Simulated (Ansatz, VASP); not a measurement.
**SiC: VASP beside Ansatz**

```
CELL_PARAMETERS angstrom
0.00000 1.94060 2.74401
1.94060 0.00000 2.74401
1.94060 1.94060 0.00000
ATOMIC_POSITIONS crystal
Si 0.00000 0.00000 0.00000
C 0.75000 0.75000 0.75000
```

Alike in both runs: task single point; functional r2SCAN; k mesh 12 × 12 × 12; occupations gaussian, width 0.05 eV; no spin polarisation.

|  | VASP | Ansatz |
| --- | --- | --- |
| version | VASP 6.6.1 | Ansatz 0.2.0 |
| potentials or method | VASP PAW PBE potentials, release 64 (Si, C), cutoff 520 eV | scalar-relativistic, plane waves, PAW |
| valence electrons in the cell | 8 | 8 |

|  | VASP | Ansatz | Ansatz less VASP |
| --- | --- | --- | --- |
| gap on the k mesh at the Fermi level (eV) | none | none | - |
| pressure (GPa) | -2.7 | -2.7 | +0.07 |
| traceless stress, the component that is largest in VASP (GPa) | -100.30 | -99.99 | +0.309 |

VASP's potentials were made for PBE, not for r2SCAN. A gap of «none» marks a metal or a gap that the smearing closes. The functional is the same, so the differences come from potentials, cutoffs and numerics.
